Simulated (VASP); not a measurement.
# Ge (P6_3/mmc) in VASP: a series of runs

Ge is run at these levels: PBEsol; tasks: single point.

All numbers are computed with VASP 6.6.1; they aren't measurements. Logs are shortened: lines on timing, memory, paths and dates and some standing lists are left out, and cuts for length are marked.

## (1) The cell of the first run

It takes space group P6_3/mmc (No. 194, hexagonal). Conventional cell: a = 2.950 Å, b = 2.950 Å, c = 4.809 Å, α = 90.00°, β = 90.00°, γ = 120.00°. Within 3.9 Å of Ge (site symmetry -6m2) lie 12 Ge at 2.95 Å.

This isn't the form of Ge at room conditions, which is diamond.

## (2) Single point, PBEsol

Input file INCAR:

```
SYSTEM = Ge
PREC     = Accurate       ! precision mode
ENCUT    = 520            ! plane-wave cutoff, eV
EDIFF    = 1E-7           ! SCF threshold, eV
ISMEAR   = 0              ! smearing method
SIGMA    = 0.1            ! smearing width, eV
LREAL    = .FALSE.        ! projectors in reciprocal space
LASPH    = .TRUE.         ! aspherical terms in the spheres
NELM     = 80             ! most SCF steps
ALGO     = Normal         ! electronic algorithm
ISIF     = 2              ! what is computed and relaxed
LWAVE    = .FALSE.        ! write WAVECAR
LCHARG   = .FALSE.        ! write CHGCAR
GGA      = PS             ! functional
NBANDS   = 21             ! bands
```

Input file KPOINTS:

```
regular mesh
0
G
  6 6 4
  0 0 0
```

Input file POSCAR:

```
Ge
1.0
    2.9500283611      0.0000000000      0.0000000000
   -1.4750141805      2.5547995026      0.0000000000
    0.0000000000      0.0000000000      4.8092561016
Ge
2
Direct
    0.3333333333      0.6666666667      0.2500000000
    0.6666666667      0.3333333333      0.7500000000
```

Potentials or basis: VASP PAW PBE potentials, release 64 (Ge_d).

On the command line:

```bash
> cat potpaw_PBE.64/Ge_d/POTCAR > POTCAR
> mpirun -np 1 vasp_std > vasp.out
```

OUTCAR:

```text
SYSTEM = Ge
   PREC = Accurate
   ENCUT = 520
   EDIFF = 1E-7
   ISMEAR = 0
   LREAL = .FALSE.
   LASPH = .TRUE.
   NELM = 80
   ISIF = 2
   GGA = PS

 ion  position               nearest neighbor table
   1  0.333  0.667  0.250-
   2  0.667  0.333  0.750-

  LATTYP: Found a hexagonal cell.
 ALAT       =     2.9500283611
 C/A-ratio  =     1.6302406326

  Lattice vectors:

 A1 = (   2.9500283611,   0.0000000000,   0.0000000000)
 A2 = (  -1.4750141805,   2.5547995026,   0.0000000000)
 A3 = (   0.0000000000,   0.0000000000,   4.8092561016)

Analysis of symmetry for initial positions (statically):
=====================================================================
 Subroutine PRICEL returns:
 Original cell was already a primitive cell.

 Routine SETGRP: Setting up the symmetry group for a
 hexagonal supercell.

 Subroutine GETGRP returns: Found 24 space group operations
 (whereof 12 operations were pure point group operations)
 out of a pool of 24 trial point group operations.

The static configuration has the point symmetry D_3d.
 The point group associated with its full space group is D_6h.

Analysis of symmetry for dynamics (positions and initial velocities):
=====================================================================
 Subroutine PRICEL returns:
 Original cell was already a primitive cell.

 Routine SETGRP: Setting up the symmetry group for a
 hexagonal supercell.

 Subroutine GETGRP returns: Found 24 space group operations
 (whereof 12 operations were pure point group operations)
 out of a pool of 24 trial point group operations.

The dynamic configuration has the point symmetry D_3d.
 The point group associated with its full space group is D_6h.

 Subroutine INISYM returns: Found 24 space group operations
 (whereof 12 operations are pure point group operations),
 and found     1 'primitive' translations

----------------------------------------------------------------------------------------

                                     Primitive cell

  volume of cell :      36.2461

  direct lattice vectors                    reciprocal lattice vectors
     2.950028361  0.000000000  0.000000000     0.338979792  0.195710074  0.000000000
    -1.475014181  2.554799503  0.000000000     0.000000000  0.391420148  0.000000000
     0.000000000  0.000000000  4.809256102     0.000000000  0.000000000  0.207932366

  length of vectors
     2.950028361  2.950028361  4.809256102     0.391420148  0.391420148  0.207932366

  position of ions in fractional coordinates (direct lattice)
     0.333333333  0.666666667  0.250000000
     0.666666667  0.333333333  0.750000000

  ion indices of the primitive-cell ions
   primitive index   ion index
                 1           1
                 2           2

----------------------------------------------------------------------------------------

 KPOINTS: regular mesh

Automatic generation of k-mesh.
 Grid dimensions read from file:
 generate k-points for:    6    6    4

 Generating k-lattice:

  Cartesian coordinates                     Fractional coordinates (reciprocal lattice)
     0.056496632  0.032618346  0.000000000     0.166666667 -0.000000000  0.000000000
     0.000000000  0.065236691  0.000000000     0.000000000  0.166666667  0.000000000
     0.000000000  0.000000000  0.051983092     0.000000000  0.000000000  0.250000000

  Length of vectors
     0.065236691  0.065236691  0.051983092

  Shift w.r.t. Gamma in fractional coordinates (k-lattice)
     0.000000000  0.000000000  0.000000000

 Subroutine IBZKPT returns following result:
 ===========================================

 Found     21 irreducible k-points:

 Following reciprocal coordinates:
            Coordinates               Weight
  0.000000  0.000000  0.000000      1.000000
  0.166667  0.000000  0.000000      6.000000
  0.333333 -0.000000  0.000000      6.000000
  0.500000 -0.000000  0.000000      3.000000
  0.166667  0.166667  0.000000      6.000000
  0.333333  0.166667  0.000000     12.000000
[... 13 lines left out ...]
  0.333333  0.166667  0.500000     12.000000
  0.333333  0.333333  0.500000      2.000000
   k-points           NKPTS =     21   k-points in BZ     NKDIM =     21   number of bands    NBANDS=     21
   number of dos      NEDOS =    301   number of ions     NIONS =      2
   total plane-waves  NPLWV =  20736
   dimension x,y,z NGX =    24 NGY =   24 NGZ =   36
   dimension x,y,z NGXF=    48 NGYF=   48 NGZF=   72
   ions per type =               2
   NGX,Y,Z   is equivalent  to a cutoff of  13.52, 13.52, 12.44 a.u.
   NGXF,Y,Z  is equivalent  to a cutoff of  27.05, 27.05, 24.89 a.u.
 SYSTEM =  Ge
   PREC   = accura    normal or accurate (medium, high low for compatibility)
   ISTART =      0    job   : 0-new  1-cont  2-samecut
   ICHARG =      2    charge: 1-file 2-atom 10-const
   ISPIN  =      1    spin polarized calculation?
   LNONCOLLINEAR =      F non collinear calculations
   LSORBIT =      F    spin-orbit coupling
   LASPH  =      T    aspherical Exc in radial PAW
   ENCUT  =  520.0 eV  38.22 Ry    6.18 a.u.   5.49  5.49  8.94*2*pi/ulx,y,z
   NELM   =     80;   NELMIN=  2; NELMDL= -5     # of ELM steps
   EDIFF  = 0.1E-06   stopping-criterion for ELM
   LREAL  =      F    real-space projection
   EDIFFG = 0.1E-05   stopping-criterion for IOM
   NSW    =      0    number of steps for IOM
   IBRION =     -1    ionic relax: 0-MD 1-quasi-New 2-CG
   NFREE  =      0    steps in history (QN), initial steepest desc. (CG)
   ISIF   =      2    stress and relaxation
   ISYM   =      2    0-nonsym 1-usesym 2-fastsym
   POTIM  = 0.5000    time-step for ionic-motion
   TEBEG  =    0.0;   TEEND  =   0.0 temperature during run
   PSTRESS=    0.0 pullay stress
   NELECT =      28.0000    total number of electrons
   NUPDOWN=      -1.0000    fix difference up-down
   EMIN   =  10.00;   EMAX   =-10.00  energy-range for DOS
   EFERMI =   0.00;   METHOD = LEGACY
   ISMEAR =     0;   SIGMA  =   0.10  broadening in eV -4-tet -1-fermi 0-gaus
   EFERMI_NEDOS =   21; number of points for ismear=-14 and -15
   IALGO  =     38    algorithm
   IMIX   =      4    mixing-type and parameters
     AMIX     =   0.40;   BMIX     =  1.00
     AMIX_MAG =   1.60;   BMIX_MAG =  1.00
  volume/ion in A,a.u.               =      18.12       122.30
  Fermi-wavevector in a.u.,A,eV,Ry     =   1.502129  2.838612 30.700066  2.256391
  Thomas-Fermi vector in A             =   2.613410
   LORBIT       =      0    0 simple, 1 ext, 2 COOP (PROOUT), +10 PAW based schemes
   GGA     = PS    functional components
   LHFCALC =     F    Hartree Fock is set to
   AEXX    =    0.0000 exact exchange contribution
   IVDW    =     0    specifies the selected vdW correction
   LEPSILON=     F    determine dielectric tensor
   LRPA    =     F    only Hartree local field effects (RPA)
 non-spin polarized calculation
 Gauss-broadening in eV      SIGMA  =   0.10
  energy-cutoff  :      520.00
  volume of cell :       36.25
 maximum number of plane-waves:      1002
 NGX is ok and might be reduce to    24
   NGX = 11   NGY = 11   NGZ = 17

 number of electron      27.9999965 magnetization

 Free energy of the ion-electron system (eV)
  ---------------------------------------------------
  ext. energy  EPLUGINS =         0.00000000
  ---------------------------------------------------
  free energy    TOTEN  =        -9.29973465 eV

  energy without entropy =       -9.29474754  energy(sigma->0) =       -9.29724109

 E-fermi :   7.3431     XC(G=0): -11.6439

 val. band max:        6.8053398478   @ k =   0.3333   0.3333   0.0000
 cond. band min:       7.3446748479   @ k =   0.1667   0.1667   0.2500
 fundamental gap:      0.5393350001
 Fermi energy:         7.3430777834

 k-point     1 :       0.0000    0.0000    0.0000
  band No.  band energies     occupation
      1     -17.5918      2.00000
      2     -17.5858      2.00000
      3     -17.5836      2.00000
      4     -17.5836      2.00000
      5     -17.5751      2.00000
      6     -17.5751      2.00000
[... 13 lines left out ...]
     20      20.1356      0.00000
     21      21.5019      0.00000

 k-point     2 :       0.1667    0.0000    0.0000
  band No.  band energies     occupation
      1     -17.6075      2.00000
      2     -17.5828      2.00000
      3     -17.5710      2.00000
      4     -17.5626      2.00000
      5     -17.5595      2.00000
      6     -17.5588      2.00000
[... 13 lines left out ...]
     20      20.1982      0.00000
     21      21.4098      0.00000

 k-point     3 :       0.3333   -0.0000    0.0000
  band No.  band energies     occupation
      1     -17.6361      2.00000
      2     -17.5911      2.00000
      3     -17.5882      2.00000
      4     -17.5754      2.00000
      5     -17.5437      2.00000
      6     -17.5252      2.00000
[... 13 lines left out ...]
     20      18.7630      0.00000
     21      20.3250      0.00000

 k-point     4 :       0.5000   -0.0000    0.0000
  band No.  band energies     occupation
      1     -17.6494      2.00000
      2     -17.6071      2.00000
      3     -17.5936      2.00000
      4     -17.5827      2.00000
      5     -17.5362      2.00000
      6     -17.5284      2.00000
[... 13 lines left out ...]
     20      18.3459      0.00000
     21      19.8545      0.00000

 k-point     5 :       0.1667    0.1667    0.0000
  band No.  band energies     occupation
      1     -17.6006      2.00000
      2     -17.5970      2.00000
      3     -17.5840      2.00000
      4     -17.5709      2.00000
      5     -17.5535      2.00000
      6     -17.5445      2.00000
[... 13 lines left out ...]
     20      19.0622      0.00000
     21      19.9899      0.00000
[... 310 lines left out ...]
     20      15.7542      0.00000
     21      16.6748      0.00000

 k-point    19 :       0.1667    0.1667    0.5000
  band No.  band energies     occupation
      1     -17.6018      2.00000
      2     -17.6018      2.00000
      3     -17.5767      2.00000
      4     -17.5767      2.00000
      5     -17.5445      2.00000
      6     -17.5445      2.00000
[... 13 lines left out ...]
     20      19.3453      0.00000
     21      21.7295      0.00000

 k-point    20 :       0.3333    0.1667    0.5000
  band No.  band energies     occupation
      1     -17.6054      2.00000
      2     -17.6054      2.00000
      3     -17.5820      2.00000
      4     -17.5820      2.00000
      5     -17.5402      2.00000
      6     -17.5402      2.00000
[... 13 lines left out ...]
     20      17.7692      0.00000
     21      19.7924      0.00000

 k-point    21 :       0.3333    0.3333    0.5000
  band No.  band energies     occupation
      1     -17.5973      2.00000
      2     -17.5973      2.00000
      3     -17.5550      2.00000
      4     -17.5550      2.00000
      5     -17.5361      2.00000
      6     -17.5361      2.00000
[... 13 lines left out ...]
     20      18.2548      0.00000
     21      18.5291      0.00000

------------------------ aborting loop because EDIFF is reached ----------------------------------------

  FORCE on cell =-STRESS in cart. coord.  units (eV):
  Direction    XX          YY          ZZ          XY          YZ          ZX
  --------------------------------------------------------------------------------------
  -------------------------------------------------------------------------------------
  Total        0.0069967      0.0069967      0.0011433      0.0000000      0.0000000      0.0000000
  in kB        0.3092716      0.3092716      0.0505380      0.0000000      0.0000000      0.0000000
  external PRESSURE =       0.2230271 kB  Pullay stress =       0.0000000 kB

 VOLUME and BASIS-vectors are now :
 -----------------------------------------------------------------------------
  energy-cutoff  :      520.00
  volume of cell :       36.25
      direct lattice vectors                 reciprocal lattice vectors
     2.950028361  0.000000000  0.000000000     0.338979792  0.195710074  0.000000000
    -1.475014181  2.554799503  0.000000000     0.000000000  0.391420148  0.000000000
     0.000000000  0.000000000  4.809256102     0.000000000  0.000000000  0.207932366

 POSITION                                       TOTAL-FORCE (eV/Angst)
 -----------------------------------------------------------------------------------
     -0.00000      1.70320      1.20231        -0.000000      0.000000      0.000000
      1.47501      0.85160      3.60694         0.000000     -0.000000      0.000000
 -----------------------------------------------------------------------------------
    total drift:                               -0.000000      0.000000      0.000000

  FREE ENERGIE OF THE ION-ELECTRON SYSTEM (eV)
  ---------------------------------------------------
  free  energy   TOTEN  =        -9.2997346472 eV

  energy  without entropy=       -9.2947475412  energy(sigma->0) =       -9.29724109
```

It took 10 s on 1 thread of Intel Xeon Platinum 8259CL at 2.50GHz (Skylake/Cascade Lake), shared host; peak memory 0.15 GiB.

What came out:

```
Free energy            : -9.2997 eV
Pressure               : 0.0 GPa
Band gap on the k mesh : zero (bands 14 and 15 overlap by 9.56 eV)
```

Levels at points of the mesh, in eV from the Fermi level:
| k point | band 12 | band 13 | band 14 | band 15 | band 16 | band 17 |
| --- | --- | --- | --- | --- | --- | --- |
| (0.00, 0.00, 0.00) | -8.20 | -6.03 | 6.78 | 6.78 | 8.76 | 8.76 |
| (0.50, 0.00, 0.00) | -7.41 | -2.83 | -1.91 | -1.24 | 1.04 | 2.45 |
| (0.00, 0.00, 0.50) | -12.16 | 1.04 | 1.04 | 7.86 | 7.86 | 7.86 |
| (0.50, 0.00, 0.50) | -7.29 | -5.33 | -5.33 | 4.04 | 4.04 | 4.56 |

Caveat: the k points lie up to 0.41 Å⁻¹ apart, too coarse for converged energies and pressures of a metal; the PAW data sets were made with another functional, which shifts forces and pressure a little.

[end of part 1 of 2]

The gap in the log of VASP goes by the Fermi energy; the results here count the filled bands.